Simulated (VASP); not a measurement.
Write the native input for VASP 6.6.1 that does the following.

```yaml
Task: single point
Functional: revPBE
Potentials_or_basis: VASP PAW PBE potentials, release 64 (Gd)
Cutoff: 520 eV
k_mesh: 8 × 8 × 5
Occupations: fermi-dirac, width 0.05 eV
Spin: collinear spin, ferromagnetic start
Starting_moments: "[7.0, 7.0] μB"
Dipole_correction: no
Further_INCAR_settings: ALGO = Normal; EDIFF = 1e-07; NBANDS = 29
```

The structure of Gd lies in POSCAR:

```
Gd
1.0
    3.6932592821      0.0000000000      0.0000000000
   -1.8466296411      3.1984563611      0.0000000000
    0.0000000000      0.0000000000      5.9172237319
Gd
2
Direct
    0.6666666667      0.3333333333      0.7500000000
    0.3333333333      0.6666666667      0.2500000000
```

The input as run:

INCAR

```
  ALGO = Normal
  EDIFF = 1E-7
  ENCUT = 520
  GGA = RE
  ISIF = 2
  ISMEAR = -1
  ISPIN = 2
  LASPH = T
  LCHARG = F
  LMAXMIX = 6
  LORBIT = 11
  LREAL = F
  LWAVE = F
  MAGMOM = 7 7
  NBANDS = 29
  NELM = 150
  PREC = Accurate
  SIGMA = 0.05
```

KPOINTS

```
k-points
0
Gamma
  8 8 5
```

Potentials or basis: VASP PAW PBE potentials, release 64 (Gd).

Command:

```console
$ cat potpaw_PBE.64/Gd/POTCAR > POTCAR
$ mpirun -np 1 vasp_std > vasp.out
```

Results of the run:

The pressure is -0.1 GPa, the net moment is 15.32 μB per cell and the site moments are Gd +6.99 μB. The valence electrons inside the program's atomic spheres are Gd 15.18.

Caveat: the PAW data sets were made with another functional, which shifts forces and pressure a little.

Run time: 16 min on 1 thread of Intel Xeon 8259CL (shared host), peak memory 0.29 GiB.
